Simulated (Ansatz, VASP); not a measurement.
**One calculation of Sn, two programs**

```xyz
2
Lattice="-2.9773 2.9790 1.6031 2.9790 -2.9773 1.6031 2.9771 2.9771 -1.6000" Properties=species:S:1:pos:R:3 pbc="T T T"
Sn    2.9789   -2.9772    1.6031
Sn    0.0004    2.9783    0.8031
```

Alike in both runs: task single point; functional PBE; k mesh 2 × 2 × 1; occupations fermi-dirac, width 0.1 eV; no spin polarisation.

```csv
,VASP,Ansatz
version,VASP 6.6.1,Ansatz 0.2.0
potentials or method,"VASP PAW PBE potentials, release 64 (Sn_d), cutoff 520 eV","plane waves (420 eV) with PAW, scalar-relativistic"
valence electrons in the cell,28,28
```

```tsv
	VASP	Ansatz	Ansatz less VASP
pressure (GPa)	6.4	6.5	+0.06
traceless stress, the component that is largest in VASP (GPa)	-5.56	-5.56	+0.001
```

The k mesh is coarse, so the values compare programs but aren't converged.
